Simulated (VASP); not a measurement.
Write the native input for VASP 6.6.1 that does the following.

```
Task                   : single point
Functional             : PBE
Potentials or basis    : VASP PAW PBE potentials, release 64 (C_h, N_h)
Cutoff                 : 910 eV
k mesh                 : 12 × 12 × 8
Occupations            : gaussian, width 0.1 eV
Spin                   : no spin polarisation
Dipole correction      : no
Further INCAR settings : ALGO = Normal; EDIFF = 1e-06; NBANDS = 27
```

The structure of C3N lies in POSCAR:

```
C3N
1.0
    3.6884276850      0.0000000000      0.0000000000
   -1.8442138425      3.1942720752      0.0000000000
    0.0000000000      0.0000000000      6.5059323145
C N
6 2
Direct
    0.7619780917      0.0000000000      0.7500000000
    0.7619780917      0.7619780917      0.2500000000
    0.2380219083      0.0000000000      0.2500000000
    0.2380219083      0.2380219083      0.7500000000
    0.0000000000      0.7619780917      0.7500000000
    0.0000000000      0.2380219083      0.2500000000
    0.0000000000      0.0000000000      0.5000000000
    0.0000000000      0.0000000000      0.0000000000
```

The cell was built from a structure type or drawn by symmetry, and may not be a known phase.

The input as run:

INCAR

```
SYSTEM = C3N
PREC     = Accurate       ! precision mode
ENCUT    = 910            ! plane-wave cutoff, eV
EDIFF    = 1E-6           ! SCF threshold, eV
ISMEAR   = 0              ! smearing method
SIGMA    = 0.1            ! smearing width, eV
LREAL    = .FALSE.        ! projectors in reciprocal space
LASPH    = .TRUE.         ! aspherical terms in the spheres
NELM     = 120            ! most SCF steps
ALGO     = Normal         ! electronic algorithm
ISIF     = 2              ! what is computed and relaxed
LWAVE    = .FALSE.        ! write WAVECAR
LCHARG   = .FALSE.        ! write CHGCAR
GGA      = PE             ! functional
NBANDS   = 27             ! bands
GGA_COMPAT= .FALSE.
```

KPOINTS

```
Automatic mesh
0
G
  12 12 8
  0 0 0
```

Potentials or basis: VASP PAW PBE potentials, release 64 (C_h, N_h).

Launch:

```console
$ cat potpaw_PBE.64/C_h/POTCAR potpaw_PBE.64/N_h/POTCAR > POTCAR
$ mpirun -np 1 vasp_std > vasp.out
```

It gave:

```json
{
  "Pressure": "-0.3 GPa",
  "Largest force": "0.008 eV/Å",
  "Band gap on the k mesh": "zero (bands 17 and 18 overlap by 2.20 eV)"
}
```

Caveat: the cutoff is under 1.25 times the usual one of these potentials, so pressure, stress and relaxed cells hold a basis-set (Pulay) error.

It took 2.5 min on 1 thread of Intel(R) Xeon(R) Platinum 8559C (Emerald Rapids), with other jobs on the host, peak memory 0.49 GiB.
